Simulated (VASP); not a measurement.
A run of VASP 6.6.1 is set up as follows.

File INCAR:

```
SYSTEM = NaI
PREC = Accurate ; ENCUT = 520
EDIFF = 1E-6 ; ISMEAR = -1
SIGMA = 0.05 ; LREAL = .FALSE.
LASPH = .TRUE. ; NELM = 100
ALGO = Normal ; ISIF = 2
LWAVE = .FALSE. ; LCHARG = .TRUE.
GGA = CA ; LELF = .TRUE.
LVHAR = .TRUE. ; NBANDS = 14
```

KPOINTS

```
Automatic mesh
0
G
  7 7 7
  0 0 0
```

File POSCAR:

```
NaI
1.0
    0.0000000000      3.2146785402      3.2146785402
    3.2146785402      0.0000000000      3.2146785402
    3.2146785402      3.2146785402      0.0000000000
I Na
1 1
Direct
    0.5000000000      0.5000000000      0.5000000000
    0.0000000000      0.0000000000      0.0000000000
```

Potentials or basis: VASP PAW LDA potentials, release 64 (I, Na_pv).

Launch:

```sh
$ cat potpaw_LDA.64/I/POTCAR potpaw_LDA.64/Na_pv/POTCAR > POTCAR
$ mpirun -np 1 vasp_std > vasp.out
```

Question: Predict the band gap on the k mesh.

Answer: 3.40 eV, direct.

Question: Predict the pressure.

Answer: -1.3 GPa.

Caveat: spin-orbit coupling is left out, which moves the levels of the heavy elements. LDA gaps usually lie below the measured ones, often by a third to a half.
